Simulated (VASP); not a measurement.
# SnSe2 (C2/m) in VASP: further runs

The runs below take SnSe2 through single point, with PBEsol.

Program: VASP 6.6.1. These are calculated values, not measurements. Logs are shortened: lines on timing, memory, paths and dates and some standing lists are left out, and cuts for length are marked.

## (1) The cell of the first run

The structure is monoclinic, space group C2/m (No. 12). The conventional cell has a = 6.615 Å, b = 3.991 Å, c = 6.146 Å, α = 90.00°, β = 90.00°, γ = 90.00°. Within 3.6 Å of Sn (site symmetry 2/m) lie 6 Se at 2.72 to 2.78 Å. Within 3.6 Å of Se (site symmetry m) lie 3 Sn at 2.72 to 2.78 Å.

## (2) Single point, PBEsol (strain +0.0450 x Voigt [1, 0, 0, 0, 0, 0])

INCAR reads:

```
PREC = Accurate
ENCUT = 520
EDIFF = 1E-6
ISMEAR = 0
SIGMA = 0.05
LREAL = False
LASPH = True
NELM = 60
ALGO = Normal
ISIF = 2
LWAVE = False
LCHARG = False
GGA = PS
NBANDS = 20
```

KPOINTS reads:

```
regular mesh
0
Gamma
  12 12 6
```

POSCAR reads:

```
SnSe2
1.0
    3.9907751232      0.0000000000      0.0000000000
   -1.9953875616      3.3072848206      0.0000000000
    0.0000000000      0.0000000000      6.1455711062
Sn Se
1 2
Direct
    0.0000000000      0.0000000000      0.0000000000
    0.3333333333      0.6666666667      0.2580716066
    0.6666666667      0.3333333333      0.7419283934
```

Potentials or basis: VASP PAW PBE potentials, release 64 (Sn_d, Se).

Launch:

```bash
> cat potpaw_PBE.64/Sn_d/POTCAR potpaw_PBE.64/Se/POTCAR > POTCAR
> mpirun -np 1 vasp_std > vasp.out
```

OUTCAR:

```text
PREC = Accurate
   ENCUT = 520
   EDIFF = 1E-6
   ISMEAR = 0
   LREAL = False
   LASPH = True
   NELM = 60
   ISIF = 2
   GGA = PS

 ion  position               nearest neighbor table
   1  0.000  0.000  0.000-   2 2.72   3 2.72   3 2.78   2 2.78   3 2.78   2 2.78
   2  0.333  0.667  0.258-   1 2.72   1 2.78   1 2.78
   3  0.667  0.333  0.742-   1 2.72   1 2.78   1 2.78

  Warning from LATTYP: Monoclinic adjustment (A1->A3, A2->A1, A3->A2)!
  LATTYP: Found a base centered orthorhombic cell.
 ALAT       =     3.9907751232
 B/A-ratio  =     1.6574648876
 C/A-ratio  =     1.5399442255

  Lattice vectors:

 A1 = (   1.9953875616,  -3.3072848206,   0.0000000000)
 A2 = (   1.9953875616,   3.3072848206,   0.0000000000)
 A3 = (   0.0000000000,   0.0000000000,   6.1455711062)

Analysis of symmetry for initial positions (statically):
=====================================================================
 Subroutine PRICEL returns:
 Original cell was already a primitive cell.

 Routine SETGRP: Setting up the symmetry group for a
 base centered orthorhombic supercell.

 Subroutine GETGRP returns: Found  4 space group operations
 (whereof  4 operations were pure point group operations)
 out of a pool of  8 trial point group operations.

The static configuration has the point symmetry C_2h.

Analysis of symmetry for dynamics (positions and initial velocities):
=====================================================================
 Subroutine PRICEL returns:
 Original cell was already a primitive cell.

 Routine SETGRP: Setting up the symmetry group for a
 base centered orthorhombic supercell.

 Subroutine GETGRP returns: Found  4 space group operations
 (whereof  4 operations were pure point group operations)
 out of a pool of  8 trial point group operations.

The dynamic configuration has the point symmetry C_2h.

 Subroutine INISYM returns: Found  4 space group operations
 (whereof  4 operations are pure point group operations),
 and found     1 'primitive' translations

----------------------------------------------------------------------------------------

                                     Primitive cell

  volume of cell :      81.1131

  direct lattice vectors                    reciprocal lattice vectors
[... 79 lines left out ...]
 SYSTEM =  unknown system
   PREC   = accura    normal or accurate (medium, high low for compatibility)
   ISTART =      0    job   : 0-new  1-cont  2-samecut
   ICHARG =      2    charge: 1-file 2-atom 10-const
   ISPIN  =      1    spin polarized calculation?
   LNONCOLLINEAR =      F non collinear calculations
   LSORBIT =      F    spin-orbit coupling
   LASPH  =      T    aspherical Exc in radial PAW
   ENCUT  =  520.0 eV  38.22 Ry    6.18 a.u.   7.42  7.18 11.43*2*pi/ulx,y,z
   NELM   =     60;   NELMIN=  2; NELMDL= -5     # of ELM steps
   EDIFF  = 0.1E-05   stopping-criterion for ELM
   LREAL  =      F    real-space projection
   EDIFFG = 0.1E-04   stopping-criterion for IOM
   NSW    =      0    number of steps for IOM
   IBRION =     -1    ionic relax: 0-MD 1-quasi-New 2-CG
   NFREE  =      0    steps in history (QN), initial steepest desc. (CG)
   ISIF   =      2    stress and relaxation
   ISYM   =      2    0-nonsym 1-usesym 2-fastsym
   POTIM  = 0.5000    time-step for ionic-motion
   TEBEG  =    0.0;   TEEND  =   0.0 temperature during run
   PSTRESS=    0.0 pullay stress
   NELECT =      26.0000    total number of electrons
   NUPDOWN=      -1.0000    fix difference up-down
   EMIN   =  10.00;   EMAX   =-10.00  energy-range for DOS
   EFERMI =   0.00;   METHOD = LEGACY
   ISMEAR =     0;   SIGMA  =   0.05  broadening in eV -4-tet -1-fermi 0-gaus
   EFERMI_NEDOS =   21; number of points for ismear=-14 and -15
   IALGO  =     38    algorithm
   IMIX   =      4    mixing-type and parameters
     AMIX     =   0.40;   BMIX     =  1.00
     AMIX_MAG =   1.60;   BMIX_MAG =  1.00
  volume/ion in A,a.u.               =      27.04       182.46
  Fermi-wavevector in a.u.,A,eV,Ry     =   1.120389  2.117229 17.079012  1.255272
  Thomas-Fermi vector in A             =   2.257035
   LORBIT       =      0    0 simple, 1 ext, 2 COOP (PROOUT), +10 PAW based schemes
   GGA     = PS    functional components
   LHFCALC =     F    Hartree Fock is set to
   AEXX    =    0.0000 exact exchange contribution
   IVDW    =     0    specifies the selected vdW correction
   LEPSILON=     F    determine dielectric tensor
   LRPA    =     F    only Hartree local field effects (RPA)
 non-spin polarized calculation
 Gauss-broadening in eV      SIGMA  =   0.05
  energy-cutoff  :      520.00
  volume of cell :       81.11
 maximum number of plane-waves:      2206
 NGX is ok and might be reduce to    30
   NGX = 15   NGY = 15   NGZ = 23

 number of electron      26.0000002 magnetization

 Free energy of the ion-electron system (eV)
  ---------------------------------------------------
  ext. energy  EPLUGINS =         0.00000000
  ---------------------------------------------------
  free energy    TOTEN  =       -12.93564028 eV

  energy without entropy =      -12.93563659  energy(sigma->0) =      -12.93563843

 E-fermi :   3.8335     XC(G=0):  -9.4641

 val. band max:        3.7390214621   @ k =  -0.1667   0.0833   0.0000
 cond. band min:       3.9280527102   @ k =   0.0000   0.4167   0.3333
 fundamental gap:      0.1890312480
 Fermi energy:         3.8335309145

 k-point     1 :       0.0000    0.0000    0.0000
  band No.  band energies     occupation
      1     -17.5449      2.00000
      2     -17.5321      2.00000
      3     -17.5115      2.00000
      4     -17.5046      2.00000
      5     -17.4946      2.00000
      6      -9.9709      2.00000
[... 541 lines left out ...]
     19      12.3950      0.00000
     20      13.4409      0.00000

 [... further k-points ...]
[... 5 lines left out ...]
  --------------------------------------------------------------------------------------
  -------------------------------------------------------------------------------------
  Total       -2.1614240     -0.8107887     -0.8617604      0.0000000      0.0258063      0.0000000
  in kB      -42.6932734    -16.0150076    -17.0218204      0.0000000      0.5097356      0.0000000
  external PRESSURE =     -25.2433671 kB  Pullay stress =       0.0000000 kB

 VOLUME and BASIS-vectors are now :
 -----------------------------------------------------------------------------
  energy-cutoff  :      520.00
  volume of cell :       81.11
      direct lattice vectors                 reciprocal lattice vectors
     3.990775123  0.000000000  0.000000000     0.250577888  0.151181415  0.000000000
    -1.995387562  3.307284821  0.000000000     0.000000000  0.302362831  0.000000000
     0.000000000  0.000000000  6.145571106     0.000000000  0.000000000  0.162718807

 POSITION                                       TOTAL-FORCE (eV/Angst)
 -----------------------------------------------------------------------------------
      0.00000      0.00000      0.00000         0.000000      0.000000      0.000000
     -0.00000      2.20486      1.58600        -0.000000      0.016786     -0.199866
      1.99539      1.10243      4.55957        -0.000000     -0.016786      0.199866
 -----------------------------------------------------------------------------------
    total drift:                                0.000000     -0.000000      0.000000

  FREE ENERGIE OF THE ION-ELECTRON SYSTEM (eV)
  ---------------------------------------------------
  free  energy   TOTEN  =       -12.9356402752 eV

  energy  without entropy=      -12.9356365932  energy(sigma->0) =      -12.93563843
```

stdout:

```text
POSCAR found type information on POSCAR SnSe
 POSCAR found :  2 types and       3 ions
 scaLAPACK will be used
 -----------------------------------------------------------------------------
|                                                                             |
|                                                                             |
|     You enforced a specific xc type in the INCAR file but a different       |
|     I HOPE YOU KNOW WHAT YOU ARE DOING!                                     |
|                                                                             |
 -----------------------------------------------------------------------------

 LDA part: xc-table for (Slater+PW92), standard interpolation
 POSCAR, INCAR and KPOINTS ok, starting setup
 FFT: planning ... GRIDC
 FFT: planning ... GRID_SOFT
 FFT: planning ... GRID
 WAVECAR not read
 entering main loop
```

Wall time 5.1 min (1 thread of Intel Xeon Platinum 8488C (Sapphire Rapids), shared host); peak memory 0.48 GiB.

Results:

| Quantity | Value |
| --- | --- |
| Free energy | -12.9356 eV |
| Pressure | -2.5 GPa |
| Largest force | 0.201 eV/Å |
| Band gap on the k mesh | 0.19 eV, indirect (least direct gap 0.58 eV) |

Forces in eV/Å, atoms in the order of the input:
```
Sn   0.000  0.000  0.000
Se   0.000  0.017 -0.200
Se   0.000 -0.017  0.200
```

Caveat: the cell differs from its parent crystal (strain +0.0450 x Voigt [1, 0, 0, 0, 0, 0]); the PAW data sets were made with another functional, which shifts forces and pressure a little; spin-orbit coupling is left out, which moves the levels of the heavy elements; this functional lacks dispersion, which binds the layers, so the pressure and a relaxed spacing across them are unreliable. A k mesh can miss the band edges.

## (3) Single point, PBEsol (strain -0.0300 x Voigt [1, 0, 0, 0, 0, 0])

INCAR reads:

```
PREC = Accurate
ENCUT = 520
EDIFF = 1E-6
ISMEAR = 0
SIGMA = 0.05
LREAL = F
LASPH = T
NELM = 80
ALGO = Normal
ISIF = 2
LWAVE = F
LCHARG = F
GGA = PS
NBANDS = 20
```

KPOINTS is that of step 2.

POSCAR reads:

```
SnSe2
1.0
    3.7043558560      0.0000000000      0.0000000000
   -1.8521779280      3.3072848206      0.0000000000
    0.0000000000      0.0000000000      6.1455711062
Sn Se
1 2
Direct
    0.0000000000      0.0000000000      0.0000000000
    0.3333333333      0.6666666667      0.2580716066
    0.6666666667      0.3333333333      0.7419283934
```

Potentials or basis: VASP PAW PBE potentials, release 64 (Sn_d, Se).

Launch:

```bash
> cat potpaw_PBE.64/Sn_d/POTCAR potpaw_PBE.64/Se/POTCAR > POTCAR
> mpirun -np 1 vasp_std > vasp.out
```

Wall time 94 s (1 thread of Intel Xeon 6975P-C (Granite Rapids), shared host); peak memory 0.45 GiB.

It converged, with:

| Quantity | Value |
| --- | --- |
| Free energy | -12.9547 eV |
| Pressure | 2.4 GPa |
| Largest force | 0.206 eV/Å |
| Band gap on the k mesh | 0.38 eV, indirect (least direct gap 1.11 eV) |

Forces on the atoms (eV/Å):
```
Sn   0.000  0.000  0.000
Se   0.000 -0.042  0.202
Se   0.000  0.042 -0.202
```

Stress tensor (GPa, compression positive):
```
 4.05  0.00  0.00
 0.00  1.38 -0.28
 0.00 -0.28  1.70
```

Levels at points of the mesh, in eV from the valence-band top:
```tsv
k point	band 11	band 12	band 13	band 14	band 15	band 16
(0.00, 0.00, 0.00)	-0.48	-0.30	-0.28	0.96	2.93	4.48
(0.50, 0.00, 0.00)	-2.75	-1.63	-0.45	0.97	3.42	4.95
(0.00, 0.50, 0.00)	-2.48	-1.68	-0.24	1.27	3.75	5.05
(0.00, 0.00, 0.50)	-0.69	-0.29	-0.11	2.57	2.84	4.19
(0.50, 0.00, 0.50)	-2.23	-1.10	-0.93	0.50	3.79	4.40
(0.00, 0.50, 0.50)	-2.27	-1.05	-0.70	0.60	3.82	4.58
```

Caveat: the cell differs from its parent crystal (strain -0.0300 x Voigt [1, 0, 0, 0, 0, 0]); the PAW data sets were made with another functional, which shifts forces and pressure a little; spin-orbit coupling is left out, which moves the levels of the heavy elements; this functional lacks dispersion, which binds the layers, so the pressure and a relaxed spacing across them are unreliable.

(Part 1 of 2 ends here.)
